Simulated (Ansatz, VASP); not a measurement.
One calculation of Ta, two programs

File INCAR:

```
SYSTEM = Ta
PREC = Accurate
ENCUT = 520
EDIFF = 1E-6
ISMEAR = 0
SIGMA = 0.1
LREAL = .FALSE.
LASPH = .TRUE.
NELM = 100
ALGO = Normal
ISIF = 2
LWAVE = .FALSE.
LCHARG = .FALSE.
GGA = PE
NBANDS = 12
```

File KPOINTS:

```
Automatic mesh
0
G
  8 8 6
  0 0 0
```

File POSCAR:

```
Ta
1.0
    1.4057608300     -2.4340970800      0.0000000000
    1.4057608300      2.4340970800      0.0000000000
    0.0000000000      0.0000000000      2.8966339500
Ta
1
Direct
    0.5000000000      0.5000000000      0.0000000000
```

Input for Ansatz:

```yaml
crystal:
  lattice:
    - [1.40576083, -2.43409708, 0.0]
    - [1.40576083, 2.43409708, 0.0]
    - [0.0, 0.0, 2.89663395]
  atoms:
    - { symbol: Ta, position: [0.5, 0.5, 0.0] }
basis:
  ecutwfc: 420
kpoints:
  mp_grid: { grid: [8, 8, 6] }
hamiltonian:
  xc: pbe
scf:
  occupations: { method: gaussian, width: 0.1 }
  lower_state_search: "off"
output:
  forces: true
  stress: true
  eigenvalues: true
```

Alike in both runs: task single point; functional PBE; k mesh 8 × 8 × 6; occupations gaussian, width 0.1 eV; no spin polarisation.

|  | VASP | Ansatz |
| --- | --- | --- |
| version | VASP 6.6.1 | Ansatz 0.2.0 |
| potentials or method | VASP PAW PBE potentials, release 64 (Ta_pv), cutoff 520 eV | scalar-relativistic, plane waves, PAW |
| valence electrons in the cell | 11 | 13 |

```tsv
	VASP	Ansatz	Ansatz less VASP
gap on the k mesh at the Fermi level (eV)	none	none	-
pressure (GPa)	0.9	0.8	-0.10
traceless stress, the component that is largest in VASP (GPa)	-22.19	-22.12	+0.072
```

A gap of «none» marks a metal or a gap that the smearing closes. The functional is the same, so the differences come from potentials, cutoffs and numerics. VASP's potentials hold 11 valence electrons a cell and Ansatz's 13, so a difference there can come from the potentials and not from the codes.

The k mesh is coarse, so the values compare programs but aren't converged. Neither program's run includes spin-orbit coupling.
